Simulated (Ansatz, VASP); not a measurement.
## BN in VASP and in Ansatz

INCAR

```
ALGO = Normal
EDIFF = 1E-6
ENCUT = 600
GGA_COMPAT = F
ISIF = 2
ISMEAR = 0
LASPH = T
LCHARG = F
LREAL = F
LWAVE = F
NBANDS = 11
NELM = 120
PREC = Accurate
SIGMA = 0.05
```

KPOINTS

```
k-points
0
Gamma
  12 12 12
```

Contents of POSCAR:

```
BN
1.0
    1.3011666545      0.7512289182      3.5078517794
   -1.3011666545      0.7512289182      3.5078517794
    0.0000000000     -1.5024578365      3.5078517794
B N
1 1
Direct
    0.9996712000      0.9996712000      0.9996712000
    0.3327618000      0.3327618000      0.3327618000
```

Input for Ansatz:

```yaml
crystal:
  lattice:
    - [1.3011666545, 0.7512289182, 3.5078517794]
    - [-1.3011666545, 0.7512289182, 3.5078517794]
    - [0.0, -1.5024578365, 3.5078517794]
  atoms:
    - { symbol: B, position: [0.9996712, 0.9996712, 0.9996712] }
    - { symbol: "N", position: [0.3327618, 0.3327618, 0.3327618] }
basis:
  ecutwfc: 420
kpoints:
  mp_grid: { grid: [12, 12, 12] }
hamiltonian:
  xc: lda
scf:
  occupations: { method: gaussian, width: 0.05 }
output:
  forces: true
  stress: true
  eigenvalues: true
```

Change from the starting cell: strain +0.040 along x and y, +0.040 along z, atoms carried along.

Alike in both runs: task single point; functional LDA; k mesh 12 × 12 × 12; occupations gaussian, width 0.05 eV; no spin polarisation.

|  | VASP | Ansatz |
| --- | --- | --- |
| version | VASP 6.6.1 | Ansatz 0.2.0 |
| potentials or method | VASP PAW LDA potentials, release 64 (B, N), cutoff 600 eV | scalar-relativistic, plane waves, PAW |
| valence electrons in the cell | 8 | 8 |

|  | VASP | Ansatz | Ansatz less VASP |
| --- | --- | --- | --- |
| gap on the k mesh at the Fermi level (eV) | 3.94 | 3.96 | +0.012 |
| least direct gap on the mesh (eV) | 4.26 | 4.27 | +0.008 |
| pressure (GPa) | -26.2 | -26.4 | -0.18 |
| traceless stress, the component that is largest in VASP (GPa) | 24.66 | 25.05 | +0.398 |
| rms of the force components (eV/Å) | 0.005 | 0.005 | 0.0000 |

LDA's correlation is that of Perdew and Zunger in VASP and of Perdew and Wang (1992) in Ansatz. Atom by atom the forces differ by 0.000 eV/Å (rms over components).
